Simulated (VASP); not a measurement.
# Y (P6_3/mmc) in VASP: a series of runs

The runs below take Y through single point, with PBE.

Everything below comes from runs of VASP 6.6.1. Logs are shortened: lines on timing, memory, paths and dates and some standing lists are left out, and cuts for length are marked.

### Step 1. The cell of the first run

The structure is hexagonal, space group P6_3/mmc (No. 194). The conventional cell has a = 3.495 Å, b = 3.495 Å, c = 5.492 Å, α = 90.00°, β = 90.00°, γ = 120.00°. Within 4.5 Å of Y (site symmetry -6m2) lie 12 Y at 3.41 to 3.50 Å.

### Step 2. Single point, PBE

Contents of INCAR:

```
SYSTEM = Y
PREC = Accurate ; ENCUT = 520
EDIFF = 1E-6 ; ISMEAR = 1
SIGMA = 0.1 ; LREAL = .False.
LASPH = .True. ; NELM = 60
ALGO = Normal ; ISIF = 2
LWAVE = .False. ; LCHARG = .True.
GGA = PE ; LELF = .True.
LVHAR = .True. ; NBANDS = 18
```

Contents of KPOINTS:

```
regular mesh
0
Gamma
  9 9 5
  0 0 0
```

Contents of POSCAR:

```
Y
1.0
    3.4952449573      0.0000000000      0.0000000000
   -1.7476224787      3.0269709276      0.0000000000
    0.0000000000      0.0000000000      5.4915421266
Y
2
Direct
    0.3333333333      0.6666666667      0.2500000000
    0.6666666667      0.3333333333      0.7500000000
```

Potentials or basis: VASP PAW PBE potentials, release 64 (Y_sv).

The run is started by

```
> cat potpaw_PBE.64/Y_sv/POTCAR > POTCAR
> mpirun -np 1 vasp_std > vasp.out
```

OUTCAR:

```text
SYSTEM = Y
   PREC = Accurate
   ENCUT = 520
   EDIFF = 1E-6
   ISMEAR = 1
   LREAL = .False.
   LASPH = .True.
   NELM = 60
   ISIF = 2
   GGA = PE

 ion  position               nearest neighbor table
   1  0.333  0.667  0.250-   2 3.41   2 3.41   2 3.41   2 3.41   2 3.41   2 3.41
   2  0.667  0.333  0.750-   1 3.41   1 3.41   1 3.41   1 3.41   1 3.41   1 3.41

  LATTYP: Found a hexagonal cell.
 ALAT       =     3.4952449573
 C/A-ratio  =     1.5711465702

  Lattice vectors:

 A1 = (   3.4952449573,   0.0000000000,   0.0000000000)
 A2 = (  -1.7476224787,   3.0269709276,   0.0000000000)
 A3 = (   0.0000000000,   0.0000000000,   5.4915421266)

Analysis of symmetry for initial positions (statically):
=====================================================================
 Subroutine PRICEL returns:
 Original cell was already a primitive cell.

 Routine SETGRP: Setting up the symmetry group for a
 hexagonal supercell.

 Subroutine GETGRP returns: Found 24 space group operations
 (whereof 12 operations were pure point group operations)
 out of a pool of 24 trial point group operations.

The static configuration has the point symmetry D_3d.
 The point group associated with its full space group is D_6h.

Analysis of symmetry for dynamics (positions and initial velocities):
=====================================================================
 Subroutine PRICEL returns:
 Original cell was already a primitive cell.

 Routine SETGRP: Setting up the symmetry group for a
 hexagonal supercell.

 Subroutine GETGRP returns: Found 24 space group operations
 (whereof 12 operations were pure point group operations)
 out of a pool of 24 trial point group operations.

The dynamic configuration has the point symmetry D_3d.
 The point group associated with its full space group is D_6h.

 Subroutine INISYM returns: Found 24 space group operations
 (whereof 12 operations are pure point group operations),
 and found     1 'primitive' translations

----------------------------------------------------------------------------------------

                                     Primitive cell

  volume of cell :      58.1005

  direct lattice vectors                    reciprocal lattice vectors
     3.495244957  0.000000000  0.000000000     0.286102981  0.165181633  0.000000000
[... 77 lines left out ...]
   PREC   = accura    normal or accurate (medium, high low for compatibility)
   ISTART =      0    job   : 0-new  1-cont  2-samecut
   ICHARG =      2    charge: 1-file 2-atom 10-const
   ISPIN  =      1    spin polarized calculation?
   LNONCOLLINEAR =      F non collinear calculations
   LSORBIT =      F    spin-orbit coupling
   LASPH  =      T    aspherical Exc in radial PAW
   ENCUT  =  520.0 eV  38.22 Ry    6.18 a.u.   6.50  6.50 10.21*2*pi/ulx,y,z
   NELM   =     60;   NELMIN=  2; NELMDL= -5     # of ELM steps
   EDIFF  = 0.1E-05   stopping-criterion for ELM
   LREAL  =      F    real-space projection
   EDIFFG = 0.1E-04   stopping-criterion for IOM
   NSW    =      0    number of steps for IOM
   IBRION =     -1    ionic relax: 0-MD 1-quasi-New 2-CG
   NFREE  =      0    steps in history (QN), initial steepest desc. (CG)
   ISIF   =      2    stress and relaxation
   ISYM   =      2    0-nonsym 1-usesym 2-fastsym
   POTIM  = 0.5000    time-step for ionic-motion
   TEBEG  =    0.0;   TEEND  =   0.0 temperature during run
   PSTRESS=    0.0 pullay stress
   NELECT =      22.0000    total number of electrons
   NUPDOWN=      -1.0000    fix difference up-down
   EMIN   =  10.00;   EMAX   =-10.00  energy-range for DOS
   EFERMI =   0.00;   METHOD = LEGACY
   ISMEAR =     1;   SIGMA  =   0.10  broadening in eV -4-tet -1-fermi 0-gaus
   EFERMI_NEDOS =   21; number of points for ismear=-14 and -15
   IALGO  =     38    algorithm
   IMIX   =      4    mixing-type and parameters
     AMIX     =   0.40;   BMIX     =  1.00
     AMIX_MAG =   1.60;   BMIX_MAG =  1.00
  volume/ion in A,a.u.               =      29.05       196.04
  Fermi-wavevector in a.u.,A,eV,Ry     =   1.184374  2.238143 19.085472  1.402743
  Thomas-Fermi vector in A             =   2.320590
   LORBIT       =      0    0 simple, 1 ext, 2 COOP (PROOUT), +10 PAW based schemes
   GGA     = PE    functional components
   LHFCALC =     F    Hartree Fock is set to
   AEXX    =    0.0000 exact exchange contribution
   IVDW    =     0    specifies the selected vdW correction
   LEPSILON=     F    determine dielectric tensor
   LRPA    =     F    only Hartree local field effects (RPA)
 non-spin polarized calculation
 Methfessel and Paxton  Order N= 1 SIGMA  =   0.10
  energy-cutoff  :      520.00
  volume of cell :       58.10
 maximum number of plane-waves:      1598
 NGX is ok and might be reduce to    28
   NGX = 13   NGY = 13   NGZ = 21

 number of electron      22.0000001 magnetization

 Free energy of the ion-electron system (eV)
  ---------------------------------------------------
  ext. energy  EPLUGINS =         0.00000000
  ---------------------------------------------------
  free energy    TOTEN  =       -12.74209213 eV

  energy without entropy =      -12.74505951  energy(sigma->0) =      -12.74308126

 E-fermi :   3.6172     XC(G=0):  -9.9098

 val. band max:        3.5643772326   @ k =   0.4444   0.0000   0.2000
 cond. band min:       3.6335719770   @ k =   0.3333   0.1111   0.0000
 fundamental gap:      0.0691947444
 Fermi energy:         3.6172075918

 k-point     1 :       0.0000    0.0000    0.0000
  band No.  band energies     occupation
      1     -38.7711      2.00000
      2     -38.6481      2.00000
      3     -19.2177      2.00000
      4     -18.5062      2.00000
      5     -18.5062      2.00000
      6     -18.3781      2.00000
[... 481 lines left out ...]
      5     -18.9356      2.00000
      6     -18.7112      2.00000
[... 10 lines left out ...]
     17       8.8834      0.00000
     18       8.8834      0.00000

 [... further k-points ...]
[... 5 lines left out ...]
  --------------------------------------------------------------------------------------
  -------------------------------------------------------------------------------------
  Total        2.0039960      2.0039960      2.0406841     -0.0000000      0.0000000      0.0000000
  in kB       55.2620828     55.2620829     56.2737915     -0.0000000      0.0000000      0.0000000
  external PRESSURE =      55.5993191 kB  Pullay stress =       0.0000000 kB

 VOLUME and BASIS-vectors are now :
 -----------------------------------------------------------------------------
  energy-cutoff  :      520.00
  volume of cell :       58.10
      direct lattice vectors                 reciprocal lattice vectors
     3.495244957  0.000000000  0.000000000     0.286102981  0.165181633  0.000000000
    -1.747622479  3.026970928  0.000000000     0.000000000  0.330363265  0.000000000
     0.000000000  0.000000000  5.491542127     0.000000000  0.000000000  0.182098212

 POSITION                                       TOTAL-FORCE (eV/Angst)
 -----------------------------------------------------------------------------------
     -0.00000      2.01798      1.37289        -0.000000     -0.000000      0.000000
      1.74762      1.00899      4.11866         0.000000      0.000000      0.000000
 -----------------------------------------------------------------------------------
    total drift:                               -0.000000      0.000000     -0.000000

  FREE ENERGIE OF THE ION-ELECTRON SYSTEM (eV)
  ---------------------------------------------------
  free  energy   TOTEN  =       -12.7420921336 eV

  energy  without entropy=      -12.7450595095  energy(sigma->0) =      -12.74308126
```

OSZICAR:

```text
N       E                     dE             d eps       ncg     rms          rms(c)
DAV:   1     0.910628994674E+02    0.91063E+02   -0.11402E+04  1296   0.118E+03
DAV:   2    -0.527357436601E+01   -0.96336E+02   -0.94679E+02  1572   0.264E+02
DAV:   3    -0.128019293567E+02   -0.75284E+01   -0.74496E+01  2200   0.438E+01
DAV:   4    -0.130247834220E+02   -0.22285E+00   -0.22262E+00  1628   0.745E+00
DAV:   5    -0.130307172329E+02   -0.59338E-02   -0.59306E-02  1798   0.879E-01    0.349E+01
DAV:   6    -0.127724967691E+02    0.25822E+00   -0.36520E-01  1402   0.385E+00    0.215E+01
DAV:   7    -0.127531137817E+02    0.19383E-01   -0.74760E-01  1852   0.494E+00    0.181E+00
DAV:   8    -0.127423061091E+02    0.10808E-01   -0.12344E-01  1594   0.208E+00    0.509E-01
DAV:   9    -0.127420866271E+02    0.21948E-03   -0.36421E-03  1644   0.382E-01    0.189E-01
DAV:  10    -0.127420899255E+02   -0.32984E-05   -0.70410E-04  1530   0.215E-01    0.881E-02
DAV:  11    -0.127420962894E+02   -0.63639E-05   -0.47329E-05  1870   0.472E-02    0.562E-02
DAV:  12    -0.127420923818E+02    0.39076E-05   -0.87861E-06  1426   0.231E-02    0.225E-02
DAV:  13    -0.127420921336E+02    0.24821E-06   -0.14475E-06  1074   0.997E-03
   1 F= -.12742092E+02 E0= -.12743081E+02  d E =0.296738E-02
```

Run time: 33 s. Hardware: 1 thread of Intel Xeon 6975P-C, shared host; peak memory 0.2 GiB.

What came out:

* Free energy: -12.7421 eV
* Pressure: 5.6 GPa
* Band gap on the k mesh: zero (band 11 reaches 4.93 eV, above the bottom of band 12 at 3.20 eV)

### Step 3. Single point, PBE

This run uses another cell than the first one, of 30.37 Å³/atom, 1.045 times its volume.

Contents of INCAR:

```
SYSTEM = Y
PREC = Accurate
ENCUT = 520
EDIFF = 1E-6
ISMEAR = 1
SIGMA = 0.1
LREAL = .FALSE.
LASPH = .TRUE.
NELM = 100
ALGO = Normal
ISIF = 2
LWAVE = .FALSE.
LCHARG = .FALSE.
GGA = PE
NBANDS = 18
```

Contents of KPOINTS:

```
Automatic mesh
0
G
  9 9 5
  0 0 0
```

Contents of POSCAR:

```
Y
1.0
    3.5474204848      0.0000000000      0.0000000000
   -1.7737102424      3.0721562599      0.0000000000
    0.0000000000      0.0000000000      5.5735175275
Y
2
Direct
    0.3333333333      0.6666666667      0.2500000000
    0.6666666667      0.3333333333      0.7500000000
```

Potentials or basis: VASP PAW PBE potentials, release 64 (Y_sv).

The run is started by

```
> cat potpaw_PBE.64/Y_sv/POTCAR > POTCAR
> mpirun -np 1 vasp_std > vasp.out
```

It took 31 s on 1 thread of Intel Xeon 6975P-C, shared host; peak memory 0.21 GiB.

The run converged. Its results:

- Free energy: -12.8150 eV
- Pressure: 3.3 GPa
- Band gap on the k mesh: zero (band 11 reaches 4.52 eV, above the bottom of band 12 at 2.96 eV)

Stress tensor (GPa, compression positive):
```
3.40 0.00 0.00
0.00 3.40 0.00
0.00 0.00 3.14
```

Levels at points of the mesh, in eV from the Fermi level:
| k point | band 8 | band 9 | band 10 | band 11 | band 12 | band 13 | band 14 | band 15 |
| --- | --- | --- | --- | --- | --- | --- | --- | --- |
| (0.00, 0.00, 0.00) | -22.10 | -4.80 | -1.97 | 1.14 | 1.83 | 1.83 | 2.15 | 2.50 |

### Step 4. Single point, PBE

This run uses another cell than the first one, of 31.69 Å³/atom, 1.091 times its volume.

Contents of INCAR:

```
SYSTEM = Y
PREC = Accurate ; ENCUT = 520
EDIFF = 1E-6 ; ISMEAR = 1
SIGMA = 0.1 ; LREAL = .False.
LASPH = .True. ; NELM = 80
ALGO = Normal ; ISIF = 2
LWAVE = .False. ; LCHARG = .False.
GGA = PE ; NBANDS = 18
```

Contents of KPOINTS:

```
regular mesh
0
Gamma
  9 9 5
  0 0 0
```

Contents of POSCAR:

```
Y
1.0
    3.5981047680      0.0000000000      0.0000000000
   -1.7990523840      3.1160501367      0.0000000000
    0.0000000000      0.0000000000      5.6531499653
Y
2
Direct
    0.3333333333      0.6666666667      0.2500000000
    0.6666666667      0.3333333333      0.7500000000
```

The run is started by

```
> cat potpaw_PBE.64/Y_sv/POTCAR > POTCAR
> mpirun -np 1 vasp_std > vasp.out
```

Run time: 29 s. Hardware: 1 thread of Intel Xeon 6975P-C, shared host; peak memory 0.2 GiB.

The run converged. Its results:

* Free energy: -12.8535 eV
* Pressure: 1.4 GPa
* Band gap on the k mesh: zero (band 11 reaches 4.16 eV, above the bottom of band 12 at 2.74 eV)

Stress tensor (GPa, compression positive):
```
1.56 0.00 0.00
0.00 1.56 0.00
0.00 0.00 1.02
```

Levels at points of the mesh, in eV from the Fermi level:
```tsv
k point	band 7	band 8	band 9	band 10	band 11	band 12	band 13	band 14	band 15	band 16
(0.00, 0.00, 0.00)	-22.27	-22.24	-4.73	-1.90	1.00	1.79	1.79	2.10	2.43	2.43
```

### Step 5. Summary

| cell | gap on the mesh (eV) | pressure (GPa) |
| --- | --- | --- |
| a = 3.495, b = 3.495, c = 5.492 Å, angles 90.0, 90.0, 120.0°, 2 atoms | none | 5.6 |
| a = 3.547, b = 3.547, c = 5.574 Å, angles 90.0, 90.0, 120.0°, 2 atoms | none | 3.3 |
| a = 3.598, b = 3.598, c = 5.653 Å, angles 90.0, 90.0, 120.0°, 2 atoms | none | 1.4 |

Alike in all rows: task single point; level PBE; potentials or basis VASP PAW PBE potentials, release 64 (Y_sv); no spin polarisation; k mesh 9 × 9 × 5; cutoff (eV) 520; smearing methfessel-paxton 0.1 eV.

Total energies depend on the potentials used, so only differences within one code and one set of settings carry meaning.
